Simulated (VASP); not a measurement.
# Sn8NO14 (a cell with a defect) in VASP: single point with PBE

Aim: the single point of Sn8NO14 (a cell with a defect) with PBE.

Program: VASP 6.6.1. These are calculated values, not measurements. Logs are shortened: lines on timing, memory, paths and dates and some standing lists are left out, and cuts for length are marked.

### Step 1. The cell of the first run

The cell holds a defect, 23 atoms: a = 6.738 Å, b = 6.738 Å, c = 6.415 Å, α = 90.00°, β = 90.00°, γ = 90.00°.

### Step 2. Single point, PBE, collinear spin, ferromagnetic start

Contents of INCAR:

```
PREC     = Accurate       # precision mode
ENCUT    = 520            # plane-wave cutoff, eV
EDIFF    = 1E-6           # SCF threshold, eV
ISMEAR   = 0              # smearing method
SIGMA    = 0.05           # smearing width, eV
LREAL    = Auto         
LASPH    = True           # aspherical terms in the spheres
NELM     = 150            # most SCF steps
ALGO     = Normal         # electronic algorithm
ISIF     = 2              # what is computed and relaxed
LWAVE    = False          # write WAVECAR
LCHARG   = True           # write CHGCAR
ISPIN    = 2              # spin polarisation
MAGMOM   = 0 0 0 0 0 0 0 0 0 0 0 0 0 0 0 0 0 0 0 0 0 0 1 # initial moments
LORBIT   = 11             # projections on sites
GGA      = PE             # functional
LVHAR    = True         
NELECT   = 199.0        
NBANDS   = 122            # bands
KPAR     = 2            
NCORE    = 2
```

Contents of KPOINTS:

```
regular mesh
0
Gamma
  2 2 2
```

Contents of POSCAR:

```
Sn8NO14
1.0
   -4.7648180000     -4.7648180000      0.0000000000
    4.7648180000     -4.7648180000      0.0000000000
    0.0000000000      0.0000000000      6.4150000000
Sn O N
8 14 1
Direct
   -0.0005121583      0.5046110936      0.2513566622
    0.4994073404      0.4902325437     -0.0172018214
   -0.0004133383      0.5048895179      0.7512890690
    0.4994560163      0.4899664449      0.5199413353
    0.4992295263      0.0292060826      0.2513141387
   -0.0006100127      0.0009433291      0.0027107557
    0.4993785351     -0.0105259878      0.7513271955
   -0.0006082395      0.0008908219      0.4999164848
    0.0001193249      0.1988476088      0.2512750948
   -0.0013389880      0.8079323714      0.2513002274
    0.1979547453      0.5107854598      0.0036735793
    0.8010013326      0.5099408402      0.0036235602
   -0.0000236682      0.1980179240      0.7512704206
   -0.0010038436      0.8095932981      0.7513682815
    0.1980047691      0.5107088033      0.4989582084
    0.8009946549      0.5100401070      0.4990163110
    0.6894249572     -0.0143598913      0.0079915324
    0.3093076984     -0.0155900134      0.0079993509
    0.4998828813      0.6890705237      0.7512793041
    0.4989191979      0.2914324288      0.7514507372
    0.6894224798     -0.0142195483      0.4946867732
    0.3093036317     -0.0151989397      0.4946769906
    0.4993684573      0.3368275814      0.2512836087
```

Potentials or basis: VASP PAW PBE potentials, release 64 (Sn_d, O, N).

On the command line:

```
$ cat potpaw_PBE.64/Sn_d/POTCAR potpaw_PBE.64/O/POTCAR potpaw_PBE.64/N/POTCAR > POTCAR
$ mpirun -np 4 vasp_std > vasp.out
```

OUTCAR:

```text
PREC = Accurate
   ENCUT = 520
   EDIFF = 1E-6
   ISMEAR = 0
   LREAL = Auto
   LASPH = True
   NELM = 150
   ISIF = 2
   ISPIN = 2
   LORBIT = 11
   GGA = PE
   NELECT = 199.0

 ion  position               nearest neighbor table
   1  0.999  0.505  0.251-  10 2.04   9 2.06  15 2.08  16 2.08  11 2.08  12 2.08   3 3.21   3 3.21
                             8 3.70   6 3.71   6 3.75   8 3.75
   2  0.499  0.490  0.983-  20 2.00  19 2.00  23 2.01  11 2.04  12 2.04   4 2.97   4 3.45   5 3.55
                             7 3.68   3 3.68   3 3.68   7 3.69
   3  1.000  0.505  0.751-  14 2.05  13 2.07  15 2.10  11 2.10  16 2.10  12 2.10   1 3.21   1 3.21
                             4 3.68   2 3.68   4 3.68   2 3.68   8 3.71   6 3.71
   4  0.499  0.490  0.520-  20 2.00  19 2.00  23 2.01  15 2.04  16 2.04   2 2.97   2 3.45   5 3.55
                             7 3.68   3 3.68   3 3.68   7 3.68
   5  0.499  0.029  0.251-  22 2.04  17 2.04  18 2.04  21 2.04  23 2.07   7 3.22   7 3.22   4 3.55
                             2 3.55   6 3.73   8 3.73   6 3.73   8 3.73
   6  0.999  0.001  0.003-  10 2.06  14 2.06   9 2.08  13 2.09  17 2.09  18 2.09   8 3.19   8 3.23
                             1 3.71   3 3.71   5 3.73   5 3.73   7 3.74   7 3.74   1 3.75
   7  0.499  0.989  0.751-  19 2.02  20 2.03  21 2.09  17 2.09  22 2.09  18 2.09   5 3.22   5 3.22
                             2 3.68   4 3.68   4 3.68   2 3.69   6 3.74   8 3.74   6 3.74   8 3.74
   8  0.999  0.001  0.500-  10 2.06  14 2.06   9 2.08  13 2.09  22 2.09  21 2.09   6 3.19   6 3.23
                             1 3.70   3 3.71   5 3.73   5 3.73   7 3.74   7 3.74   1 3.75
   9  0.000  0.199  0.251-   1 2.06   6 2.08   8 2.08
  10  0.999  0.808  0.251-   1 2.04   8 2.06   6 2.06
  11  0.198  0.511  0.004-   2 2.04   1 2.08   3 2.10
  12  0.801  0.510  0.004-   2 2.04   1 2.08   3 2.10
  13  1.000  0.198  0.751-   3 2.07   8 2.09   6 2.09
  14  0.999  0.810  0.751-   3 2.05   6 2.06   8 2.06
  15  0.198  0.511  0.499-   4 2.04   1 2.08   3 2.10
  16  0.801  0.510  0.499-   4 2.04   1 2.08   3 2.10
  17  0.689  0.986  0.008-   5 2.04   7 2.09   6 2.09
  18  0.309  0.984  0.008-   5 2.04   7 2.09   6 2.09
  19  0.500  0.689  0.751-   2 2.00   4 2.00   7 2.02
  20  0.499  0.291  0.751-   4 2.00   2 2.00   7 2.03
  21  0.689  0.986  0.495-   5 2.04   7 2.09   8 2.09
  22  0.309  0.985  0.495-   5 2.04   7 2.09   8 2.09
  23  0.499  0.337  0.251-   2 2.01   4 2.01   5 2.07

  LATTYP: Found a simple tetragonal cell.
 ALAT       =     6.7384702378
 C/A-ratio  =     0.9519964879

  Lattice vectors:

 A1 = (  -4.7648180000,  -4.7648180000,   0.0000000000)
 A2 = (   4.7648180000,  -4.7648180000,   0.0000000000)
 A3 = (   0.0000000000,   0.0000000000,   6.4150000000)

Analysis of symmetry for initial positions (statically):
=====================================================================
 Subroutine PRICEL returns:
 Original cell was already a primitive cell.

 Routine SETGRP: Setting up the symmetry group for a
 simple tetragonal supercell.

 Subroutine GETGRP returns: Found  1 space group operations
 (whereof  1 operations were pure point group operations)
 out of a pool of 16 trial point group operations.

The static configuration has the point symmetry C_1 .

Analysis of symmetry for dynamics (positions and initial velocities):
=====================================================================
 Subroutine PRICEL returns:
 Original cell was already a primitive cell.

 Routine SETGRP: Setting up the symmetry group for a
 simple tetragonal supercell.

 Subroutine GETGRP returns: Found  1 space group operations
 (whereof  1 operations were pure point group operations)
 out of a pool of 16 trial point group operations.

The dynamic configuration has the point symmetry C_1 .

Analysis of structural, dynamic, and magnetic symmetry:
=====================================================================
 Subroutine PRICEL returns:
 Original cell was already a primitive cell.

 Routine SETGRP: Setting up the symmetry group for a
 simple tetragonal supercell.

 Subroutine GETGRP returns: Found  1 space group operations
 (whereof  1 operations were pure point group operations)
 out of a pool of 16 trial point group operations.

The overall configuration has the point symmetry C_1 .

 Subroutine INISYM returns: Found  1 space group operations
 (whereof  1 operations are pure point group operations),
 and found     1 'primitive' translations

----------------------------------------------------------------------------------------

                                     Primitive cell

  volume of cell :     291.2858

  direct lattice vectors                    reciprocal lattice vectors
    -4.764818000 -4.764818000  0.000000000    -0.104935802 -0.104935802  0.000000000
[... 95 lines left out ...]
   total plane-waves  NPLWV = 120000
   dimension x,y,z NGX =    50 NGY =   50 NGZ =   48
   dimension x,y,z NGXF=   100 NGYF=  100 NGZF=   96
   ions per type =               8  14   1
   NGX,Y,Z   is equivalent  to a cutoff of  12.34, 12.34, 12.44 a.u.
   NGXF,Y,Z  is equivalent  to a cutoff of  24.67, 24.67, 24.88 a.u.
 SYSTEM =  unknown system
   PREC   = accura    normal or accurate (medium, high low for compatibility)
   ISTART =      0    job   : 0-new  1-cont  2-samecut
   ICHARG =      2    charge: 1-file 2-atom 10-const
   ISPIN  =      2    spin polarized calculation?
   LNONCOLLINEAR =      F non collinear calculations
   LSORBIT =      F    spin-orbit coupling
   LASPH  =      T    aspherical Exc in radial PAW
   ENCUT  =  520.0 eV  38.22 Ry    6.18 a.u.  12.53 12.53 11.93*2*pi/ulx,y,z
   NELM   =    150;   NELMIN=  2; NELMDL= -5     # of ELM steps
   EDIFF  = 0.1E-05   stopping-criterion for ELM
   LREAL  =      T    real-space projection
   EDIFFG = 0.1E-04   stopping-criterion for IOM
   NSW    =      0    number of steps for IOM
   IBRION =     -1    ionic relax: 0-MD 1-quasi-New 2-CG
   NFREE  =      0    steps in history (QN), initial steepest desc. (CG)
   ISIF   =      2    stress and relaxation
   ISYM   =      2    0-nonsym 1-usesym 2-fastsym
   POTIM  = 0.5000    time-step for ionic-motion
   TEBEG  =    0.0;   TEEND  =   0.0 temperature during run
   PSTRESS=    0.0 pullay stress
   NELECT =     199.0000    total number of electrons
   NUPDOWN=      -1.0000    fix difference up-down
   EMIN   =  10.00;   EMAX   =-10.00  energy-range for DOS
   EFERMI =   0.00;   METHOD = LEGACY
   ISMEAR =     0;   SIGMA  =   0.05  broadening in eV -4-tet -1-fermi 0-gaus
   EFERMI_NEDOS =   21; number of points for ismear=-14 and -15
   IALGO  =     38    algorithm
   IMIX   =      4    mixing-type and parameters
     AMIX     =   0.40;   BMIX     =  1.00
     AMIX_MAG =   1.60;   BMIX_MAG =  1.00
  volume/ion in A,a.u.               =      12.66        85.46
  Fermi-wavevector in a.u.,A,eV,Ry     =   1.441848  2.724697 28.285494  2.078925
  Thomas-Fermi vector in A             =   2.560434
   LORBIT       =     11    0 simple, 1 ext, 2 COOP (PROOUT), +10 PAW based schemes
   GGA     = PE    functional components
   LHFCALC =     F    Hartree Fock is set to
   AEXX    =    0.0000 exact exchange contribution
   IVDW    =     0    specifies the selected vdW correction
   LEPSILON=     F    determine dielectric tensor
   LRPA    =     F    only Hartree local field effects (RPA)
 spin polarized calculation
 Gauss-broadening in eV      SIGMA  =   0.05
  energy-cutoff  :      520.00
  volume of cell :      291.29
 maximum number of plane-waves:      7860
   NGX = 25   NGY = 25   NGZ = 23

 number of electron     199.0000021 magnetization       0.9722676

 Free energy of the ion-electron system (eV)
  ---------------------------------------------------
  ext. energy  EPLUGINS =         0.00000000
  ---------------------------------------------------
  free energy    TOTEN  =      -153.47316155 eV

  energy without entropy =     -153.47147753  energy(sigma->0) =     -153.47231954

 E-fermi :   5.7812     XC(G=0): -10.8832

 val. band max:        5.7381486999   @ k =   0.0000   0.0000   0.0000
 cond. band min:       5.8241838735   @ k =   0.5000   0.0000   0.0000
 fundamental gap:      0.0860351736
 Fermi energy:         5.7811767889

 spin component 1

 k-point     1 :       0.0000    0.0000    0.0000
  band No.  band energies     occupation
      1     -15.5086      1.00000
      2     -15.3834      1.00000
      3     -15.0852      1.00000
      4     -15.0535      1.00000
      5     -14.8635      1.00000
      6     -14.8237      1.00000
[... 901 lines left out ...]
    110      12.7130      0.00000
    111      13.7842      0.00000
 Fermi energy:         5.7811767889

 spin component 2

 k-point     1 :       0.0000    0.0000    0.0000
  band No.  band energies     occupation
      1     -15.4821      1.00000
      2     -15.3830      1.00000
      3     -15.0830      1.00000
      4     -15.0505      1.00000
      5     -14.8595      1.00000
      6     -14.8176      1.00000
[... 901 lines left out ...]
    110      12.7394      0.00000
    111      13.8218      0.00000
 [bands above 111 left out]

------------------------ aborting loop because EDIFF is reached ----------------------------------------

  FORCE on cell =-STRESS in cart. coord.  units (eV):
  Direction    XX          YY          ZZ          XY          YZ          ZX
  --------------------------------------------------------------------------------------
  -------------------------------------------------------------------------------------
  Total      -11.2555504    -11.2929718     -0.8330126     -3.6008751     -0.0142592     -0.0002394
  in kB      -61.9096045    -62.1154358     -4.5818711    -19.8061175     -0.0784310     -0.0013170
  external PRESSURE =     -42.8689705 kB  Pullay stress =       0.0000000 kB

 VOLUME and BASIS-vectors are now :
 -----------------------------------------------------------------------------
  energy-cutoff  :      520.00
  volume of cell :      291.29
      direct lattice vectors                 reciprocal lattice vectors
    -4.764818000 -4.764818000  0.000000000    -0.104935802 -0.104935802  0.000000000
     4.764818000 -4.764818000  0.000000000     0.104935802 -0.104935802  0.000000000
     0.000000000  0.000000000  6.415000000     0.000000000  0.000000000  0.155884645

 POSITION                                       TOTAL-FORCE (eV/Angst)
 -----------------------------------------------------------------------------------
     -2.35800     -7.16676      1.61245         0.014602     -0.001432     -0.015857
     -0.04372     -4.71545      6.30465        -0.023931      0.007249      0.065584
     -2.35714     -7.16856      4.81952         0.024042     -0.004141      0.000733
     -0.04522     -4.71442      3.33542        -0.014239      0.011638     -0.055369
     -2.23958     -2.51790      1.61218        -0.007440     -0.012184     -0.001943
     -4.75742     -4.76641      0.01739         0.000932      0.001284      0.003592
[... 15 lines left out ...]
      3.21862     -6.16617      3.17335         0.012676      0.023475     -0.003983
     -0.77448     -3.98432      1.61198         0.022319     -0.014866      0.001873
 -----------------------------------------------------------------------------------
    total drift:                                0.036571     -0.012202      0.006213

  FREE ENERGIE OF THE ION-ELECTRON SYSTEM (eV)
  ---------------------------------------------------
  free  energy   TOTEN  =      -153.4731615464 eV

  energy  without entropy=     -153.4714775277  energy(sigma->0) =     -153.47231954

 total charge

# of ion       s       p       d       tot
------------------------------------------
    1        0.861   1.042  10.353  12.255
    2        0.926   1.143  10.350  12.419
    3        0.865   1.010  10.323  12.198
    4        0.926   1.143  10.350  12.419
    5        0.917   1.087  10.309  12.313
    6        0.863   1.024  10.336  12.223
[... 15 lines left out ...]
   22        1.563   3.464   0.000   5.027
   23        1.273   2.394   0.000   3.667
--------------------------------------------------
tot         30.205  59.611  82.707 172.524

 magnetization (x)

# of ion       s       p       d       tot
------------------------------------------
    1       -0.000  -0.001  -0.000  -0.002
    2       -0.006  -0.009   0.002  -0.013
    3       -0.001   0.002   0.004   0.004
    4       -0.006  -0.009   0.002  -0.013
    5       -0.003  -0.007   0.002  -0.008
    6       -0.000  -0.000   0.001  -0.000
[... 15 lines left out ...]
   22        0.000   0.009   0.000   0.009
   23        0.018   0.506   0.000   0.524
--------------------------------------------------
tot          0.003   0.677   0.009   0.689
```

Run time: 5 min. Hardware: 4 MPI ranks of Intel Xeon Platinum 8375C at 2.90GHz (Ice Lake), shared host; peak memory 0.39 GiB.

Results:

| Quantity | Value |
| --- | --- |
| Free energy | -153.4732 eV |
| Largest force | 0.070 eV/Å |
| Net moment | 0.97 μB per cell |
| Site moments | Sn -0.00, -0.01, +0.00 (each value once); O +0.00, +0.03, +0.02, +0.01, -0.00 (each value once); N +0.52 μB |
| Valence electrons inside the program's atomic spheres | Sn 12.26, 12.42, 12.20, 12.31, 12.22 (each value once); O 5.03, 5.05, 5.02, 5.04, 5.08, 5.09 (each value once); N 3.67 |

Forces in eV/Å, atoms in the order of the input:
```
Sn   0.015 -0.001 -0.016
Sn  -0.024  0.007  0.066
Sn   0.024 -0.004  0.001
Sn  -0.014  0.012 -0.055
Sn  -0.007 -0.012 -0.002
Sn   0.001  0.001  0.004
Sn   0.006 -0.021  0.004
Sn   0.011  0.010 -0.006
O    0.019 -0.019  0.000
O   -0.011  0.006  0.004
O   -0.012  0.002  0.014
O    0.000  0.010  0.013
O    0.012 -0.010 -0.001
O   -0.007  0.011 -0.004
O   -0.009  0.000 -0.011
O   -0.003  0.010 -0.011
O   -0.022 -0.019  0.001
O    0.016  0.016  0.004
O    0.026 -0.028 -0.003
O   -0.032  0.037  0.003
O   -0.023 -0.017  0.000
O    0.013  0.023 -0.004
N    0.022 -0.015  0.002
```

Levels at points of the mesh, in eV from the Fermi level:
Spin up:
| k point | band 96 | band 97 | band 98 | band 99 | band 100 | band 101 | band 102 | band 103 | band 104 | band 105 |
| --- | --- | --- | --- | --- | --- | --- | --- | --- | --- | --- |
| (0.00, 0.00, 0.00) | -0.83 | -0.79 | -0.77 | -0.67 | -0.04 | 0.52 | 3.67 | 4.01 | 4.21 | 4.44 |
| (0.50, 0.00, 0.00) | -0.93 | -0.85 | -0.82 | -0.76 | -0.29 | 2.12 | 3.09 | 4.25 | 4.58 | 5.07 |
| (0.00, 0.50, 0.00) | -0.87 | -0.83 | -0.74 | -0.42 | -0.38 | 2.08 | 2.62 | 4.28 | 4.31 | 4.92 |
| (0.50, 0.50, 0.00) | -0.76 | -0.62 | -0.60 | -0.59 | -0.47 | 2.48 | 3.42 | 4.23 | 4.35 | 4.99 |
| (0.00, 0.00, 0.50) | -0.77 | -0.68 | -0.64 | -0.41 | -0.29 | 2.47 | 2.93 | 4.25 | 4.52 | 4.53 |
| (0.50, 0.00, 0.50) | -0.82 | -0.67 | -0.62 | -0.46 | -0.34 | 2.73 | 3.82 | 4.28 | 4.44 | 4.89 |
| (0.00, 0.50, 0.50) | -0.91 | -0.49 | -0.49 | -0.42 | -0.28 | 2.64 | 3.14 | 3.63 | 4.54 | 5.35 |
| (0.50, 0.50, 0.50) | -0.86 | -0.70 | -0.69 | -0.66 | -0.56 | 3.04 | 3.91 | 3.99 | 5.24 | 5.36 |
Spin down:
```tsv
k point	band 96	band 97	band 98	band 99	band 100	band 101	band 102	band 103
(0.00, 0.00, 0.00)	-0.80	-0.74	-0.67	-0.13	0.41	0.59	3.69	4.07
(0.50, 0.00, 0.00)	-0.81	-0.80	-0.73	-0.26	0.04	2.16	3.20	4.31
(0.00, 0.50, 0.00)	-0.81	-0.73	-0.42	-0.37	0.32	2.17	2.66	4.31
(0.50, 0.50, 0.00)	-0.66	-0.58	-0.56	-0.43	0.24	2.54	3.49	4.30
(0.00, 0.00, 0.50)	-0.67	-0.62	-0.38	-0.29	0.41	2.53	2.98	4.32
(0.50, 0.00, 0.50)	-0.72	-0.57	-0.40	-0.32	0.18	2.77	3.86	4.31
(0.00, 0.50, 0.50)	-0.49	-0.48	-0.38	-0.27	0.46	2.73	3.19	3.68
(0.50, 0.50, 0.50)	-0.65	-0.64	-0.62	-0.54	0.19	3.10	3.94	4.06
```

Caveat: the k points lie up to 0.49 Å⁻¹ apart; the cell carries a net charge on a neutralising background, which shifts energy and pressure; the cell is charged against a uniform background, so pressure and absolute levels hang on convention; a moment this small can come from the mesh or the smearing; spin-orbit coupling is left out, which moves the levels of the heavy elements.
